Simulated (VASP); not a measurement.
Write the native input for VASP 6.6.1 that does the following.

```yaml
Task: single point
Functional: r2SCAN
Potentials_or_basis: VASP PAW PBE potentials, release 64 (W_sv)
Cutoff: 520 eV
k_mesh: 9 × 9 × 2
Occupations: gaussian, width 0.1 eV
Spin: no spin polarisation
Dipole_correction: no
Further_INCAR_settings: ALGO = Normal; EDIFF = 1e-06; NBANDS = 36
```

Crystal: W.

```
CELL_PARAMETERS angstrom
2.76757 0.00000 0.00000
-1.38378 2.39678 0.00000
0.00000 0.00000 9.81629
ATOMIC_POSITIONS crystal
W 0.00000 0.00000 0.00000
W 0.00000 0.00000 0.50000
W 0.33333 0.66667 0.75000
W 0.66667 0.33333 0.25000
```

This isn't the form of W at room conditions, which is bcc.

The input as run:

POSCAR

```
W
1.0
    2.7675667745      0.0000000000      0.0000000000
   -1.3837833872      2.3967831334      0.0000000000
    0.0000000000      0.0000000000      9.8162871984
W
4
Direct
    0.0000000000      0.0000000000      0.0000000000
    0.0000000000      0.0000000000      0.5000000000
    0.3333333333      0.6666666667      0.7500000000
    0.6666666667      0.3333333333      0.2500000000
```

INCAR.step1

```
SYSTEM = W
PREC = Accurate ; ENCUT = 520
ISMEAR = 0 ; SIGMA = 0.1
LREAL = .False. ; LASPH = .True.
NELM = 100 ; NBANDS = 36
GGA = PE ; ALGO = Normal
EDIFF = 1E-4 ; LWAVE = .True.
LCHARG = .False.
```

INCAR.step2

```
SYSTEM = W
PREC = Accurate ; ENCUT = 520
EDIFF = 1E-6 ; ISMEAR = 0
SIGMA = 0.1 ; LREAL = .False.
LASPH = .True. ; NELM = 100
ALGO = Normal ; ISIF = 2
LWAVE = .False. ; LCHARG = .True.
METAGGA = R2SCAN ; LMIXTAU = .True.
LELF = .True. ; LVHAR = .True.
NBANDS = 36 ; ISTART = 1
```

KPOINTS

```
regular mesh
0
Gamma
  9 9 2
  0 0 0
```

Potentials or basis: VASP PAW PBE potentials, release 64 (W_sv).

The run is started by

```bash
$ cat potpaw_PBE.64/W_sv/POTCAR > POTCAR
$ cp INCAR.step1 INCAR
$ mpirun -np 1 vasp_std > vasp.out
$ cp INCAR.step2 INCAR
$ mpirun -np 1 vasp_std > vasp.out
```

It gave:

```
Pressure               : 1.1 GPa
Band gap on the k mesh : zero (bands 28 and 29 overlap by 1.61 eV)
```

Caveat: the PAW data sets were made with another functional, which shifts forces and pressure a little; spin-orbit coupling is left out, which moves the levels of the heavy elements.

Wall time 100 s on 1 thread of Intel(R) Xeon(R) 6975P-C (Granite Rapids), on a shared host, peak memory 0.23 GiB.
